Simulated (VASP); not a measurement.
Runs of VASP 6.6.1 on Si. The structure is that of space group Fd-3m (No. 227), or close to it. The cells are those of the table. 

| cell | gap on the mesh (eV) | pressure (GPa) |
| --- | --- | --- |
| a = 4.035 Å, angles 60.0°, 2 atoms | 0.88 | (a) |
| a = 3.886 Å, angles 60.0°, 2 atoms | 0.69 | (b) |
| a = 3.779 Å, angles 60.0°, 2 atoms | 0.52 | 8.3 |
| a = 3.937 Å, angles 60.0°, 2 atoms | 0.76 | -3.3 |
| a = 3.724 Å, angles 60.0°, 2 atoms | 0.42 | 14.1 |

Alike in all rows: task single point; level revPBE; potentials or basis VASP PAW PBE potentials, release 64 (Si); no spin polarisation; k mesh 9 × 9 × 9; cutoff (eV) 520; smearing fermi-dirac 0.05 eV.

Problem. Fill in the values left out.

Solution. (a) -7.8; (b) -0.2.

Caveats: the PAW data sets were made with another functional, which shifts forces and pressure a little.

A k mesh can miss the band edges.
